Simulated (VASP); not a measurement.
A run of VASP 6.6.1 is set up as follows.

Contents of INCAR:

```
PREC     = Accurate       # precision mode
ENCUT    = 600            # plane-wave cutoff, eV
EDIFF    = 1E-6           # SCF threshold, eV
ISMEAR   = 0              # smearing method
SIGMA    = 0.1            # smearing width, eV
LREAL    = False          # projectors in reciprocal space
LASPH    = True           # aspherical terms in the spheres
NELM     = 150            # most SCF steps
ALGO     = Fast           # electronic algorithm
ISIF     = 3              # what is computed and relaxed
LWAVE    = False          # write WAVECAR
LCHARG   = False          # write CHGCAR
ISPIN    = 2              # spin polarisation
MAGMOM   = 3.65 3.65 0 0 0 0 # initial moments
LORBIT   = 11             # projections on sites
LMAXMIX  = 4              # l up to which the mixer works
GGA      = PE             # functional
IBRION   = 2              # ionic algorithm
NSW      = 90             # ionic steps
EDIFFG   = -0.04          # ionic threshold
```

File KPOINTS:

```
Automatic mesh
0
Gamma
  6 6 6
```

The input POSCAR:

```
MnC2
1.0
    0.0000000000      3.0513404812      3.0513404812
    3.0513404812      0.0000000000      3.0513404812
    3.0513404812      3.0513404812      0.0000000000
Mn C
2 4
Direct
    0.0000000000      0.0000000000      0.0000000000
    0.2500000000      0.2500000000      0.2500000000
    0.6250000000      0.6250000000      0.6250000000
    0.1250000000      0.6250000000      0.6250000000
    0.6250000000      0.6250000000      0.1250000000
    0.6250000000      0.1250000000      0.6250000000
```

Potentials or basis: VASP PAW PBE potentials, release 64 (Mn_pv, C).

The run is started by

```bash
$ cat potpaw_PBE.64/Mn_pv/POTCAR potpaw_PBE.64/C/POTCAR > POTCAR
$ mpirun -np 1 vasp_std > vasp.out
```

Task: Predict the relaxed cell.

Result: a = 4.104 Å, b = 4.104 Å, c = 4.104 Å, α = 60.00°, β = 60.00°, γ = 60.00°.

Task: Predict the net moment.

Result: 5.45 μB per cell.

Task: What does it give for the space group after relaxing (to 0.1 Å)?

Result: Fd-3m (No. 227).

The path:
```tsv
step	energy change (eV)	largest force (eV/Å)	pressure (GPa)	volume (Å³)
1	0.0000	0.0000	-13.94	56.82
2	-0.4366	0.0000	-4.00	50.31
3	-0.4663	0.0000	-1.17	49.29
4	-0.4676	0.0000	0.08	48.88
```
